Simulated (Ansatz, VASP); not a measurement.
# F in VASP and in Ansatz

```xyz
4
Lattice="2.4729 -1.6104 0.0000 2.4729 1.6104 0.0000 0.0000 0.0000 6.5450" Properties=species:S:1:pos:R:3 pbc="T T T"
F     2.4729   -1.3058    0.6309
F     2.4729   -0.3046    3.9034
F     2.4729    0.3046    2.6416
F     2.4729    1.3058    5.9141
```

Alike in both runs: task single point; functional HF; k mesh 6 × 6 × 4; no spin polarisation.

|  | VASP | Ansatz |
| --- | --- | --- |
| version | VASP 6.6.1 | Ansatz 0.2.0 |
| potentials or method | VASP PAW PBE potentials, release 64 (F) | plane waves, PAW |
| plane-wave cutoff (eV) | 520 | 420 |
| occupations | gaussian, width 0.01 eV | fixed |
| valence electrons in the cell | 28 | 28 |

|  | VASP | Ansatz | Ansatz less VASP |
| --- | --- | --- | --- |
| gap on the k mesh at the Fermi level (eV) | 19.04 | 19.08 | +0.034 |
| pressure (GPa) | -4.1 | -6.0 | -1.82 |
| traceless stress, the component that is largest in VASP (GPa) | -10.52 | -13.64 | -3.116 |
| rms of the force components (eV/Å) | 1.591 | 2.055 | +0.4641 |

VASP's potentials were made for PBE, not for HF. Atom by atom the forces differ by 0.464 eV/Å (rms over components). Ansatz's warnings: stress exchange threshold loose, stress scf threshold loose.
